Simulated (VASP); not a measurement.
The system is MoS2.

```
Mo S
1.0
     3.16900    0.00000    0.00000
    -1.58450    2.74443    0.00000
     0.00000    0.00000   12.32400
Mo S
2 4
Direct
  0.66667 0.33333 0.75000
  0.33333 0.66667 0.25000
  0.66667 0.33333 0.37700
  0.33333 0.66667 0.87700
  0.66667 0.33333 0.12300
  0.33333 0.66667 0.62300
```

* Program: VASP 6.6.1
* Task: relaxation of cell and atoms
* Functional: BLYP
* Dispersion: D3(BJ)
* Potentials or basis: VASP PAW PBE potentials, release 64 (Mo_sv, S)
* Cutoff: 600 eV
* k mesh: 10 × 10 × 3
* Occupations: fermi-dirac, width 0.05 eV
* Spin: no spin polarisation

At the start: pressure 0.9 GPa; volume 17.86 Å³/atom.

**Question.** Where does the relaxation end?

**Answer.** Over 12 steps the energy falls by 9.6 meV/atom and the volume is 17.28 Å³/atom (-3.3 %); space group P6_3/mmc (No. 194, to 0.1 Å) before and after.

The path:
```
step  energy change (eV)  largest force (eV/Å)  pressure (GPa)  volume (Å³)
   1              0.0000                0.3357            0.91       107.18
   2             -0.0074                0.0900           -2.53       108.77
   3             -0.0117                0.0680           -1.24       108.16
   4             -0.0294                0.1250           -1.00       107.30
   5             -0.0431                0.2130           -0.53       105.88
   6             -0.0568                0.0528           -0.08       104.21
   7             -0.0575                0.0080            0.04       103.75
   8             -0.0575                0.0041            0.05       103.71
   9             -0.0576                0.0098           -0.04       103.71
  10             -0.0576                0.0108           -0.04       103.71
  11             -0.0576                0.0119            0.06       103.64
  12             -0.0576                0.0008            0.00       103.68
```

Final structure:
```cif
data_structure
_symmetry_space_group_name_H-M 'P 1'
_symmetry_Int_Tables_number 1
_cell_length_a 3.1809
_cell_length_b 3.1809
_cell_length_c 11.8326
_cell_angle_alpha 90.000
_cell_angle_beta 90.000
_cell_angle_gamma 120.000
_cell_volume 103.68
loop_
_atom_site_label
_atom_site_type_symbol
_atom_site_fract_x
_atom_site_fract_y
_atom_site_fract_z
_atom_site_occupancy
Mo1 Mo 0.66667 0.33333 0.75000 1
Mo2 Mo 0.33333 0.66667 0.25000 1
S1 S 0.66667 0.33333 0.38265 1
S2 S 0.33333 0.66667 0.88265 1
S3 S 0.66667 0.33333 0.11735 1
S4 S 0.33333 0.66667 0.61735 1
```

Caveat: the PAW data sets were made with another functional, which shifts forces and pressure a little.
